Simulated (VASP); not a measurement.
Runs of VASP 6.6.1 on Ti. The structure is that of space group P6/mmm (No. 191), or close to it. The cells are those of the table. 

```tsv
task	cell	k mesh	cutoff (eV)	gap on the mesh (eV)	pressure (GPa)
single point	a = 4.394, b = 4.394, c = 2.732 Å, angles 90.0, 90.0, 120.0°, 3 atoms	9 × 9 × 13	520	none	5.4
single point	a = 4.454, b = 4.454, c = 2.770 Å, angles 90.0, 90.0, 120.0°, 3 atoms	8 × 8 × 11	520	none	-0.1
single point	a = 4.512, b = 4.512, c = 2.806 Å, angles 90.0, 90.0, 120.0°, 3 atoms	9 × 9 × 13	520	none	-4.7
single point	a = 4.332, b = 4.332, c = 2.694 Å, angles 90.0, 90.0, 120.0°, 3 atoms	9 × 9 × 13	520	none	12.1
single point	a = 4.454, b = 4.454, c = 2.770 Å, angles 90.0, 90.0, 120.0°, 3 atoms	11 × 11 × 15	520	none	-0.1
single point	a = 4.625, b = 4.625, c = 2.876 Å, angles 90.0, 90.0, 120.0°, 3 atoms	9 × 9 × 13	520	none	(a)
single point	a = 4.268, b = 4.268, c = 2.654 Å, angles 90.0, 90.0, 120.0°, 3 atoms	9 × 9 × 13	520	none	(b)
single point	a = 4.569, b = 4.569, c = 2.842 Å, angles 90.0, 90.0, 120.0°, 3 atoms	9 × 9 × 13	520	none	-8.6
relaxation of cell and atoms	relaxed from a = 4.638, b = 4.638, c = 2.843 Å, angles 90.0, 90.0, 120.0°, 3 atoms	8 × 8 × 11	600	none	0.0
single point	a = 4.454, b = 4.454, c = 2.770 Å, angles 90.0, 90.0, 120.0°, 3 atoms	9 × 9 × 13	520	none	-0.1
```

Alike in all rows: level LDA; potentials or basis VASP PAW LDA potentials, release 64 (Ti_sv); no spin polarisation; smearing fermi-dirac 0.1 eV.

**Question.** Fill in the values left out.

**Answer.** (a) -11.8; (b) 20.1.

A gap of «none» marks levels without a gap at the run's occupations.
